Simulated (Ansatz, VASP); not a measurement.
TaBr: VASP beside Ansatz

```
Ta Br
1.0
     0.00000    2.91139    2.91139
     2.91139    0.00000    2.91139
     2.91139    2.91139    0.00000
Ta Br
1 1
Direct
  0.00000 0.00000 0.00000
  0.25000 0.25000 0.25000
```

Change from the starting cell: species swapped into the AgBr type (F-43m, No. 216).

Alike in both runs: task relaxation of cell and atoms; functional PBE; k mesh 16 × 16 × 16; occupations gaussian, width 0.1 eV; no spin polarisation.

```csv
,VASP,Ansatz
version,VASP 6.6.1,Ansatz 0.2.0
potentials or method,"VASP PAW PBE potentials, release 64 (Ta_pv, Br), cutoff 600 eV","scalar-relativistic, plane waves, PAW"
valence electrons in the cell,18,20
```

Ansatz gave:

* gap on the k mesh at the Fermi level, each at its own relaxed structure (eV): none
* relaxed volume (Å³/atom): 24.68
* relaxed cell length with the largest relative difference (Å): 4.117

Task: Which values does VASP return?

Result: gap on the k mesh at the Fermi level, each at its own relaxed structure (eV): none; relaxed volume (Å³/atom): 24.71; relaxed cell length with the largest relative difference (Å): 4.119.

A gap of «none» marks a metal or a gap that the smearing closes. VASP's potentials hold 18 valence electrons a cell and Ansatz's 20, so a difference there can come from the potentials and not from the codes.

Spin-orbit coupling is off throughout.
